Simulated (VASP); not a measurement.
Crystal: ZnSiP2.

```
CELL_PARAMETERS angstrom
-2.70891 2.70891 5.26882
2.70891 -2.70891 5.26882
2.70891 2.70891 -5.26882
ATOMIC_POSITIONS crystal
Zn 0.00000 0.00000 0.00000
Zn 0.75000 0.25000 0.50000
Si 0.50000 0.50000 0.00000
Si 0.25000 0.75000 0.50000
P 0.37500 0.39225 0.51725
P 0.87500 0.85775 0.48275
P 0.60775 0.12500 0.98275
P 0.14225 0.62500 0.01725
```

```yaml
Program: VASP 6.6.1
Task: relaxation of cell and atoms
Functional: LDA
Potentials_or_basis: VASP PAW LDA potentials, release 64 (Zn, Si, P)
Cutoff: 500 eV
k_mesh: 8 × 8 × 8
Occupations: gaussian, width 0.02 eV
Spin: no spin polarisation
```

At the start: pressure -4.7 GPa; volume 19.33 Å³/atom.

How do energy, volume and symmetry change on relaxing?

Over 7 steps the energy falls by 16.8 meV/atom and the volume is 18.30 Å³/atom (-5.4 %); space group I-42d (No. 122, to 0.05 Å).

Step by step:
| step | energy change (eV) | largest force (eV/Å) | pressure (GPa) | volume (Å³) |
| --- | --- | --- | --- | --- |
| 1 | 0.0000 | 0.1326 | -4.70 | 154.66 |
| 2 | -0.0895 | 0.2482 | 3.08 | 142.31 |
| 3 | -0.1273 | 0.2065 | 0.05 | 146.47 |
| 4 | -0.1330 | 0.0872 | 0.03 | 146.38 |
| 5 | -0.1342 | 0.0036 | 0.01 | 146.31 |
| 6 | -0.1343 | 0.0021 | 0.00 | 146.35 |
| 7 | -0.1344 | 0.0007 | -0.02 | 146.38 |

Final structure:
```
Zn Si P
1.0
    -2.65501    2.65501    5.19137
     2.65501   -2.65501    5.19137
     2.65501    2.65501   -5.19137
Zn Si P
2 2 4
Direct
  0.00000 0.00000 0.00000
  0.75000 0.25000 0.50000
  0.50000 0.50000 0.00000
  0.25000 0.75000 0.50000
  0.37500 0.38838 0.51338
  0.87500 0.86162 0.48662
  0.61162 0.12500 0.98662
  0.13838 0.62500 0.01338
```
